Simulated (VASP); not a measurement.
Input of a VASP 6.6.1 run:

The input POSCAR:

```
LiSi16
1.0
    0.0000000000      5.4437023800     -5.4437023800
    5.4437023800      5.4437023800      0.0000000000
    5.4437023800      0.0000000000     -5.4437023800
Si Li
16 1
Direct
    0.1186556419      0.1166007904      0.1186885239
    0.1301380844      0.6109380653      0.1301698643
    0.6129806090      0.1280885602      0.1301773959
    0.6242181815      0.6221580027      0.1307942555
    0.1301410236      0.1280834166      0.6130234107
    0.1307645882      0.6221566250      0.6242450933
    0.6242207532      0.1287061546      0.6242486754
    0.6330341484      0.6309932579      0.6330756642
    0.2505058882      0.7435635194      0.2505330756
    0.2426367953      0.2405918635      0.2426784949
    0.7444973507      0.7424384578      0.2661196184
    0.7456186464      0.2484458013      0.2505362903
    0.2660760818      0.7424408459      0.7445320697
    0.2505081845      0.2484448828      0.7456504262
    0.7567955065      0.7547362463      0.7568236124
    0.7444959730      0.2640369366      0.7445281202
   -0.0847942205     -0.0868082909     -0.0847337837
```

Contents of INCAR.step1:

```
SYSTEM = LiSi16
ALGO = Normal ; EDIFF = 1E-4
ENCUT = 520 ; GGA = PE
ISMEAR = 0 ; LASPH = .TRUE.
LCHARG = .FALSE. ; LREAL = Auto
LWAVE = .TRUE. ; NBANDS = 48
NELECT = 66.0 ; NELM = 100
PREC = Accurate ; SIGMA = 0.02
```

INCAR.step2

```
SYSTEM = LiSi16
ALGO = Normal ; EDIFF = 1E-7
ENCUT = 520 ; ISIF = 2
ISMEAR = 0 ; ISTART = 1
LASPH = .TRUE. ; LCHARG = .TRUE.
LELF = .TRUE. ; LMIXTAU = .TRUE.
LREAL = Auto ; LVHAR = .TRUE.
LWAVE = .FALSE. ; METAGGA = R2SCAN
NBANDS = 48 ; NELECT = 66.0
NELM = 100 ; PREC = Accurate
SIGMA = 0.02
```

KPOINTS

```
k-points
0
G
  2 2 2
  0 0 0
```

Potentials or basis: VASP PAW PBE potentials, release 64 (Si, Li_sv).

Command:

```sh
$ cat potpaw_PBE.64/Si/POTCAR potpaw_PBE.64/Li_sv/POTCAR > POTCAR
$ cp INCAR.step1 INCAR
$ mpirun -np 1 vasp_std > vasp.out
$ cp INCAR.step2 INCAR
$ mpirun -np 1 vasp_std > vasp.out
```

**Question.** Predict the largest force.

**Answer.** 0.751 eV/Å.

Forces on the atoms (eV/Å):
```
Si   0.015  0.016 -0.019
Si   0.054  0.054 -0.025
Si   0.022  0.054 -0.059
Si   0.047 -0.017 -0.051
Si   0.054  0.022 -0.058
Si  -0.017  0.046 -0.051
Si   0.048  0.048  0.013
Si   0.042  0.042 -0.045
Si   0.025  0.025 -0.032
Si   0.031  0.031 -0.033
Si   0.015  0.021 -0.019
Si   0.025  0.025 -0.029
Si   0.021  0.015 -0.019
Si   0.026  0.024 -0.029
Si  -0.009 -0.009  0.004
Si   0.017  0.017 -0.021
Li  -0.414 -0.412  0.471
```

Caveat: the k points lie up to 0.50 Å⁻¹ apart; the cell carries a net charge on a neutralising background, which shifts energy and pressure; the PAW data sets were made with another functional, which shifts forces and pressure a little.
